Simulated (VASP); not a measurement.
Wanted: the native input for a VASP 6.6.1 run.

| Item | Value |
| --- | --- |
| Task | single point |
| Functional | HSE06 |
| Potentials or basis | VASP PAW PBE potentials, release 64 (Cs_sv) |
| Cutoff | 400 eV |
| k mesh | 6 × 6 × 6 |
| Occupations | gaussian, width 0.05 eV |
| Spin | no spin polarisation |
| Dipole correction | no |
| Grid for exact exchange (PRECFOCK) | Normal |
| Further INCAR settings | ALGO = Normal; EDIFF = 1e-06; NBANDS = 10 |
| Share of exact exchange | 0.25 |
| Screening parameter | 0.2079 1/Å |

The system is Cs.

```xyz
1
Lattice="0.0000 3.8946 3.8946 3.8946 0.0000 3.8946 3.8946 3.8946 0.0000" Properties=species:S:1:pos:R:3 pbc="T T T"
Cs    0.0000    0.0000    0.0000
```

This isn't the form of Cs at room conditions, which is bcc.

These files were run (other wordings do the same):

POSCAR

```
Cs
1.0
    0.0000000000      3.8946277749      3.8946277749
    3.8946277749      0.0000000000      3.8946277749
    3.8946277749      3.8946277749      0.0000000000
Cs
1
Direct
    0.0000000000      0.0000000000      0.0000000000
```

INCAR.step1

```
ALGO = Normal ; EDIFF = 1E-5
ENCUT = 400 ; GGA = PE
GGA_COMPAT = False ; ISIF = 2
ISMEAR = 0 ; LASPH = True
LCHARG = False ; LREAL = False
LWAVE = True ; NBANDS = 10
NELM = 120 ; PREC = Accurate
SIGMA = 0.05
```

INCAR.step2

```
ALGO = Normal ; EDIFF = 1E-6
ENCUT = 400 ; GGA = PE
GGA_COMPAT = False ; HFSCREEN = 0.2079
ISIF = 2 ; ISMEAR = 0
ISTART = 1 ; LASPH = True
LCHARG = False ; LHFCALC = True
LREAL = False ; LWAVE = False
NBANDS = 10 ; NELM = 120
PREC = Accurate ; PRECFOCK = Normal
SIGMA = 0.05
```

KPOINTS

```
k-points
0
Gamma
  6 6 6
```

Potentials or basis: VASP PAW PBE potentials, release 64 (Cs_sv).

Run with:

```sh
$ cat potpaw_PBE.64/Cs_sv/POTCAR > POTCAR
$ cp INCAR.step1 INCAR
$ mpirun -np 1 vasp_std > vasp.out
$ cp INCAR.step2 INCAR
$ mpirun -np 1 vasp_std > vasp.out
```

It gave:

```yaml
Pressure: 0.1 GPa
Band_gap_on_the_k_mesh: zero (an odd number of electrons rules out a gap without spin polarisation)
```

Caveat: the PAW data sets were made with another functional, which shifts forces and pressure a little; spin-orbit coupling is left out, which moves the levels of the heavy elements.

It took 13 min on 1 thread of Intel(R) Xeon(R) Platinum 8375C CPU @ 2.90GHz (Ice Lake) (shared host), peak memory 0.32 GiB.
